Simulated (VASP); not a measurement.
# C18F in VASP: a series of runs, part 2 of 2

VASP 6.6.1. The steps go on from the part before.

## (3) Single point, PBE, collinear spin, zero start

Contents of INCAR:

```
SYSTEM = C18F
  PREC = Accurate
  ENCUT = 520
  EDIFF = 1E-7
  ISMEAR = 0
  SIGMA = 0.05
  LREAL = Auto
  LASPH = .True.
  NELM = 150
  ALGO = Normal
  ISIF = 2
  LWAVE = .False.
  LCHARG = .False.
  ISPIN = 2
  MAGMOM = 0 0 0 0 0 0 0 0 0 0 0 0 0 0 0 0 0 0 0
  LORBIT = 11
  GGA = PE
  NBANDS = 58
```

Contents of KPOINTS:

```
Automatic mesh
0
Gamma
  2 2 1
  0 0 0
```

Contents of POSCAR:

```
C18F
1.0
    7.3980000000      0.0000000000      0.0000000000
   -3.6990000000      6.4068560000      0.0000000000
    0.0000000000      0.0000000000     12.0000000000
C F
18 1
Direct
   -0.0006382998     -0.0049703006      0.0771643333
    0.2221339302      0.1062283903      0.0786785000
   -0.0003187899      0.3289685300      0.0794451667
    0.2222975889      0.4391320798      0.0795745000
   -0.0014475292      0.6628394645      0.0980216667
    0.2224837102      0.7730985369      0.0831088333
    0.3327771460     -0.0054738237      0.0788784167
    0.5553345363      0.1060762096      0.0772780000
    0.3332082830      0.3282154305      0.0785572500
    0.5551984009      0.4392919085      0.0786813333
    0.3324490774      0.6617500066      0.0794562500
    0.5550047205      0.7729480731      0.0768529167
    0.6662906808     -0.0048641643      0.0772729167
    0.8884762510      0.1064069491      0.0768402500
    0.6668794716      0.3286340445      0.0788718333
    0.8883030816      0.4389002968      0.0831052500
    0.6663812016      0.6620624843      0.0771808333
    0.8872135284      0.7741956429      0.0797448333
    0.9715581537      0.6897518845      0.2487864167
```

Potentials or basis: VASP PAW PBE potentials, release 64 (C, F).

The run is started by

```bash
$ cat potpaw_PBE.64/C/POTCAR potpaw_PBE.64/F/POTCAR > POTCAR
$ mpirun -np 1 vasp_std > vasp.out
```

OUTCAR:

```text
SYSTEM = C18F
   PREC = Accurate
   ENCUT = 520
   EDIFF = 1E-7
   ISMEAR = 0
   LREAL = Auto
   LASPH = .True.
   NELM = 150
   ISIF = 2
   ISPIN = 2
   LORBIT = 11
   GGA = PE

 ion  position               nearest neighbor table
   1  0.999  0.995  0.077-  18 1.42  14 1.42   2 1.43
   2  0.222  0.106  0.079-   9 1.42   7 1.42   1 1.43
   3  1.000  0.329  0.079-  16 1.42  14 1.43   4 1.43
   4  0.222  0.439  0.080-   9 1.42   3 1.43  11 1.43
   5  0.999  0.663  0.098-  18 1.44   6 1.45  16 1.45  19 1.84
   6  0.222  0.773  0.083-  11 1.42   7 1.42   5 1.45
   7  0.333  0.995  0.079-   6 1.42   2 1.42   8 1.43
   8  0.555  0.106  0.077-  13 1.42   7 1.43  15 1.43
[... 694 lines left out ...]
      6.17879      2.10765      0.95334        -0.017715      0.013738      0.020671
      0.02021      2.81346      0.95489        -0.017404      0.012818      0.014327
      4.93545      4.24672      1.17626        -0.034447      0.022614      0.205330
     -1.21376      4.95313      0.99731        -0.018998      0.019301      0.056700
[... 11 lines left out ...]
      3.69986      4.96016      0.95694        -0.033617      0.018382     -0.098139
      4.63620      4.41914      2.98544         0.396859     -0.229303     -0.091258
 -----------------------------------------------------------------------------------
    total drift:                                0.000008     -0.005408      0.001218

  FREE ENERGIE OF THE ION-ELECTRON SYSTEM (eV)
  ---------------------------------------------------
  free  energy   TOTEN  =      -168.3422838415 eV

  energy  without entropy=     -168.3422838415  energy(sigma->0) =     -168.34228384

 total charge

# of ion       s       p       d       tot
------------------------------------------
    1        0.865   1.782   0.000   2.646
    2        0.862   1.784   0.000   2.646
    3        0.865   1.777   0.000   2.641
    4        0.862   1.786   0.000   2.648
    5        0.855   1.697   0.000   2.552
    6        0.862   1.780   0.000   2.643
[... 11 lines left out ...]
   18        0.868   1.776   0.000   2.643
   19        1.750   4.254   0.000   6.004
--------------------------------------------------
tot         17.292  36.216   0.000  53.508

 magnetization (x)

# of ion       s       p       d       tot
------------------------------------------
    1       -0.000  -0.000   0.000  -0.000
    2        0.000   0.000   0.000   0.000
    3        0.000  -0.000   0.000   0.000
    4        0.000   0.000   0.000   0.000
    5        0.000   0.000   0.000   0.000
    6        0.000  -0.000   0.000  -0.000
[... 11 lines left out ...]
   18       -0.000  -0.000   0.000  -0.000
   19        0.000  -0.000   0.000  -0.000
--------------------------------------------------
tot          0.000  -0.000   0.000   0.000
```

Wall time 15 min (1 thread of Oxide Virtual Turin-like, shared host); peak memory 0.83 GiB.

What came out:

| Item | Value |
| --- | --- |
| Free energy | -168.3423 eV |
| Largest force | 0.467 eV/Å |
| Net moment | 0.00 μB per cell |
| Valence electrons inside the program's atomic spheres | C 2.65, 2.64, 2.55 (each value once); F 6.00 |

Forces on the atoms (eV/Å):
```
C   -0.020  0.008 -0.047
C   -0.023  0.021  0.001
C   -0.018  0.014  0.021
C   -0.017  0.013  0.014
C   -0.034  0.023  0.205
C   -0.019  0.019  0.057
C   -0.025  0.013  0.002
C   -0.015  0.006 -0.020
C   -0.017  0.008  0.007
C   -0.027  0.010  0.002
C   -0.022  0.004  0.018
C   -0.022  0.008 -0.029
C   -0.019  0.008 -0.023
C   -0.022  0.018 -0.032
C   -0.020  0.014  0.004
C   -0.022  0.016  0.055
C   -0.021  0.010 -0.045
C   -0.034  0.018 -0.098
F    0.397 -0.229 -0.091
```

Caveat: the k points lie up to 0.49 Å⁻¹ apart; there is no dipole correction, which matters where the two faces differ; no moment was typed at the start, so none could form.
